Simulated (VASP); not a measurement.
# La (I4_1/amd) in VASP: a series of runs, part 3 of 3

VASP 6.6.1. Earlier steps stand in the parts before.

### 4 Single point, PBE

This run uses another cell than the first one, of 19.12 Å³/atom.

The input, INCAR:

```
PREC     = Accurate       # precision mode
ENCUT    = 520            # plane-wave cutoff, eV
EDIFF    = 1E-7           # SCF threshold, eV
ISMEAR   = -1             # smearing method
SIGMA    = 0.05           # smearing width, eV
LREAL    = False          # projectors in reciprocal space
LASPH    = True           # aspherical terms in the spheres
NELM     = 80             # most SCF steps
ALGO     = Normal         # electronic algorithm
ISIF     = 2              # what is computed and relaxed
LWAVE    = False          # write WAVECAR
LCHARG   = False          # write CHGCAR
GGA      = PE             # functional
NBANDS   = 18             # bands
```

The input, KPOINTS:

```
regular mesh
0
Gamma
  15 15 15
```

The input, POSCAR:

```
La
1.0
   -2.5577196914      2.5577196914      1.4614678784
    2.5577196914     -2.5577196914      1.4614678784
    2.5577196914      2.5577196914     -1.4614678784
La
2
Direct
   -0.3750000000     -0.1250000000     -0.2500000000
    0.3750000000      0.1250000000      0.2500000000
```

Launch:

```sh
cat potpaw_PBE.64/La/POTCAR > POTCAR
mpirun -np 1 vasp_std > vasp.out
```

Run time: 6.7 min. Hardware: 1 thread of Oxide Virtual Turin-like, shared host; peak memory 0.29 GiB.

The run converged. Its results:

- Free energy: -5.5883 eV
- Pressure: 64.8 GPa
- Band gap on the k mesh: zero (bands 11 and 12 overlap by 2.81 eV)

Stress tensor (GPa, compression positive):
```
64.66  0.00  0.00
 0.00 64.66  0.00
 0.00  0.00 65.19
```

Levels at points of the mesh, in eV from the Fermi level:
| k point | band 8 | band 9 | band 10 | band 11 | band 12 | band 13 | band 14 | band 15 |
| --- | --- | --- | --- | --- | --- | --- | --- | --- |
| (0.00, 0.00, 0.00) | -12.91 | -5.52 | -1.23 | -1.14 | -0.83 | 0.47 | 1.14 | 1.14 |

Caveat: the cell stands under pressure; spin-orbit coupling is left out, which moves the levels of the heavy elements.

### 5 Single point, PBE

This run uses another cell than the first one, of 19.11 Å³/atom.

The input, INCAR:

```
SYSTEM = La
PREC = Accurate ; ENCUT = 520
EDIFF = 1E-6 ; ISMEAR = -1
SIGMA = 0.05 ; LREAL = .FALSE.
LASPH = .TRUE. ; NELM = 60
ALGO = Normal ; ISIF = 2
LWAVE = .FALSE. ; LCHARG = .FALSE.
GGA = PE ; NBANDS = 18
```

The input, KPOINTS:

```
Automatic mesh
0
G
  15 15 15
  0 0 0
```

The input, POSCAR:

```
La
1.0
   -2.5573568570      2.5573568570      1.4611702259
    2.5573568570     -2.5573568570      1.4611702259
    2.5573568570      2.5573568570     -1.4611702259
La
2
Direct
   -0.3750000000     -0.1250000000     -0.2500000000
    0.3750000000      0.1250000000      0.2500000000
```

Potentials or basis: VASP PAW PBE potentials, release 64 (La).

Launch:

```sh
cat potpaw_PBE.64/La/POTCAR > POTCAR
mpirun -np 1 vasp_std > vasp.out
```

OUTCAR:

```text
SYSTEM = La
   PREC = Accurate
   ENCUT = 520
   EDIFF = 1E-6
   ISMEAR = -1
   LREAL = .FALSE.
   LASPH = .TRUE.
   NELM = 60
   ISIF = 2
   GGA = PE

 ion  position               nearest neighbor table
   1  0.625  0.875  0.750-   2 2.66   2 2.66   2 2.66   2 2.66   2 3.37   2 3.37   2 3.37   2 3.37

   2  0.375  0.125  0.250-   1 2.66   1 2.66   1 2.66   1 2.66   1 3.37   1 3.37   1 3.37   1 3.37

  LATTYP: Found a body centered tetragonal cell.
 ALAT       =     5.1147137140
 C/A-ratio  =     0.5713595355

  Lattice vectors:

 A1 = (  -2.5573568570,   2.5573568570,   1.4611702259)
 A2 = (   2.5573568570,  -2.5573568570,   1.4611702259)
 A3 = (   2.5573568570,   2.5573568570,  -1.4611702259)

Analysis of symmetry for initial positions (statically):
=====================================================================
 Subroutine PRICEL returns:
 Original cell was already a primitive cell.

 Routine SETGRP: Setting up the symmetry group for a
[... 165 lines left out ...]
  ---------------------------------------------------
  free energy    TOTEN  =        -5.58077026 eV

  energy without entropy =       -5.56539295  energy(sigma->0) =       -5.57308161

 E-fermi :  16.2658     XC(G=0): -12.5755

 val. band max:       16.2626222865   @ k =   0.3333   0.1333   0.0000
 cond. band min:      16.2728147383   @ k =  -0.4667  -0.4667   0.0667
 fundamental gap:      0.0101924518
 Fermi energy:        16.2658172864

 k-point     1 :       0.0000    0.0000    0.0000
  band No.  band energies     occupation
      1     -17.9013      2.00000
      2     -14.1684      2.00000
      3      -2.7755      2.00000
      4      -2.7755      2.00000
      5       2.5198      2.00000
      6       2.6524      2.00000
[... 481 lines left out ...]
      5      -0.9919      2.00000
      6      -0.6743      2.00000
[... 10 lines left out ...]
     17      19.5577      0.00000
     18      19.8386      0.00000

 [... further k-points ...]

------------------------ aborting loop because EDIFF is reached ----------------------------------------

  FORCE on cell =-STRESS in cart. coord.  units (eV):
  Direction    XX          YY          ZZ          XY          YZ          ZX
  --------------------------------------------------------------------------------------
  -------------------------------------------------------------------------------------
  Total       15.4627388     15.4627388     15.5835918      0.0000000     -0.0000000      0.0000000
  in kB      648.1171717    648.1171717    653.1826966      0.0000000     -0.0000000      0.0000000
  external PRESSURE =     649.8056800 kB  Pullay stress =       0.0000000 kB

 VOLUME and BASIS-vectors are now :
 -----------------------------------------------------------------------------
  energy-cutoff  :      520.00
  volume of cell :       38.22
      direct lattice vectors                 reciprocal lattice vectors
    -2.557356857  2.557356857  1.461170226     0.000000000  0.195514364  0.342191479
     2.557356857 -2.557356857  1.461170226     0.195514364  0.000000000  0.342191479
     2.557356857  2.557356857 -1.461170226     0.195514364  0.195514364  0.000000000

 POSITION                                       TOTAL-FORCE (eV/Angst)
 -----------------------------------------------------------------------------------
      2.55736      1.27868      1.09588         0.000000     -0.000000     -0.000000
      0.00000      1.27868      0.36529        -0.000000      0.000000      0.000000
 -----------------------------------------------------------------------------------
    total drift:                                0.000000     -0.000000      0.000000

  FREE ENERGIE OF THE ION-ELECTRON SYSTEM (eV)
  ---------------------------------------------------
  free  energy   TOTEN  =        -5.5807702632 eV

  energy  without entropy=       -5.5653929469  energy(sigma->0) =       -5.57308161
```

OSZICAR:

```text
N       E                     dE             d eps       ncg     rms          rms(c)
DAV:   1     0.222532087910E+03    0.22253E+03   -0.76839E+03 10880   0.189E+03
DAV:   2     0.260369654314E+02   -0.19650E+03   -0.19204E+03 15056   0.346E+02
DAV:   3    -0.329639445460E+01   -0.29333E+02   -0.27988E+02 17746   0.154E+02
DAV:   4    -0.583673729948E+01   -0.25403E+01   -0.24856E+01 20324   0.352E+01
DAV:   5    -0.599029014344E+01   -0.15355E+00   -0.15207E+00 17474   0.942E+00    0.126E+01
DAV:   6    -0.572022526456E+01    0.27006E+00   -0.25213E-01 20574   0.423E+00    0.730E+00
DAV:   7    -0.557923407779E+01    0.14099E+00   -0.13279E-01 20260   0.334E+00    0.588E-01
DAV:   8    -0.558013398243E+01   -0.89990E-03   -0.47876E-03 17720   0.530E-01    0.213E-01
DAV:   9    -0.558075515018E+01   -0.62117E-03   -0.14585E-03 20618   0.418E-01    0.527E-02
DAV:  10    -0.558076966313E+01   -0.14513E-04   -0.80420E-05 18448   0.917E-02    0.315E-02
DAV:  11    -0.558077026323E+01   -0.60010E-06   -0.82283E-06 18994   0.323E-02
   1 F= -.55807703E+01 E0= -.55730816E+01  d E =-.153773E-01
```

stdout:

```text
POSCAR found type information on POSCAR La
 POSCAR found :  1 types and       2 ions
 scaLAPACK will be used
 LDA part: xc-table for (Slater+PW92), standard interpolation
 POSCAR, INCAR and KPOINTS ok, starting setup
 FFT: planning ... GRIDC
 FFT: planning ... GRID_SOFT
 FFT: planning ... GRID
 WAVECAR not read
 entering main loop
```

Run time: 5.7 min. Hardware: 1 thread of Oxide Virtual Turin-like, shared host; peak memory 0.3 GiB.

Results:

```yaml
Free_energy: -5.5808 eV
Pressure: 65.0 GPa
Band_gap_on_the_k_mesh: zero (bands 11 and 12 overlap by 2.81 eV)
```

Caveat: the cell stands under pressure; spin-orbit coupling is left out, which moves the levels of the heavy elements.

### 6 Summary

| task | cell | cutoff (eV) | gap on the mesh (eV) | pressure (GPa) |
| --- | --- | --- | --- | --- |
| relaxation of cell and atoms | relaxed to 65 GPa from a = 3.887 Å, angles 97.5, 97.5, 137.5°, 2 atoms | 600 | none | 65.0 |
| relaxation of cell and atoms | relaxed to 65 GPa from a = 3.901 Å, angles 98.1, 98.1, 136.0°, 2 atoms | 600 | none | 65.0 |
| single point | a = 3.901 Å, angles 98.1, 98.1, 136.0°, 2 atoms | 520 | none | 65.0 |

Alike in all rows: level PBE; potentials or basis VASP PAW PBE potentials, release 64 (La); no spin polarisation; k mesh 15 × 15 × 15; smearing fermi-dirac 0.05 eV.

Caveats: spin-orbit coupling is left out, which moves the levels of the heavy elements; the cell is relaxed towards a set pressure, so the run minimises the enthalpy, not the energy (at least some runs); the cell stands under pressure (at least some runs).

Total energies depend on the potentials used, so only differences within one code and one set of settings carry meaning.
